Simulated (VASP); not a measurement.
Here is a VASP 6.6.1 calculation.

File INCAR:

```
SYSTEM = V
PREC = Accurate
ENCUT = 520
EDIFF = 1E-6
ISMEAR = -1
SIGMA = 0.1
LREAL = .False.
LASPH = .True.
NELM = 150
ALGO = Normal
ISIF = 2
LWAVE = .False.
LCHARG = .False.
ISPIN = 2
MAGMOM = 2
LORBIT = 11
LMAXMIX = 4
GGA = CA
NBANDS = 16
```

File KPOINTS:

```
Automatic mesh
0
Gamma
  8 9 10
  0 0 0
```

File POSCAR:

```
V
1.0
   -1.3777151500      1.6411906100      1.6479345300
    1.5049757200     -1.4912590400      1.6252635300
    1.2725458600      1.3860897500     -1.4980029600
V
1
Direct
    0.0000000000      0.0000000000      0.0000000000
```

Potentials or basis: VASP PAW LDA potentials, release 64 (V_sv).

Launch:

```bash
$ cat potpaw_LDA.64/V_sv/POTCAR > POTCAR
$ mpirun -np 1 vasp_std > vasp.out
```

(1) What does it give for the pressure?

(2) Estimate the net moment.

Results:

(1) -13.4 GPa.

(2) 0.00 μB per cell.

Caveat: the stress differs along the axes, from -21 to -5 GPa; the moments typed at the start vanished in this run.
